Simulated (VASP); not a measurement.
A run of VASP 6.6.1:

The input INCAR:

```
SYSTEM = TiO2
  PREC = Accurate
  ENCUT = 520
  EDIFF = 1E-6
  ISMEAR = 0
  SIGMA = 0.05
  LREAL = .FALSE.
  LASPH = .TRUE.
  NELM = 100
  ALGO = Normal
  ISIF = 2
  LWAVE = .FALSE.
  LCHARG = .FALSE.
  NBANDS = 33
```

File KPOINTS:

```
regular mesh
0
G
  8 8 8
  0 0 0
```

Contents of POSCAR:

```
TiO2
1.0
   -1.8823532506      1.8823532506      4.8507843310
    1.8823532506     -1.8823532506      4.8507843310
    1.8823532506      1.8823532506     -4.8507843310
Ti O
2 4
Direct
    0.0000000000      0.0000000000      0.0000000000
    0.7500000000      0.2500000000      0.5000000000
    0.2049362703      0.2049362703      0.0000000000
    0.9549362703      0.4549362703      0.5000000000
    0.5450637297      0.0450637297      0.5000000000
    0.7950637297      0.7950637297      0.0000000000
```

Potentials or basis: VASP PAW LDA potentials, release 64 (Ti_sv, O).

Launch:

```sh
$ cat potpaw_LDA.64/Ti_sv/POTCAR potpaw_LDA.64/O/POTCAR > POTCAR
$ mpirun -np 1 vasp_std > vasp.out
```

Hardware: 1 thread of Intel(R) Xeon(R) 6975P-C (Granite Rapids) (shared host).

Problem. How long does it take, and how much memory?

Solution. It took 3 min on 1 thread of Intel(R) Xeon(R) 6975P-C (Granite Rapids) (shared host), peak memory 0.27 GiB. Counts: scf iterations 16, k points 59.
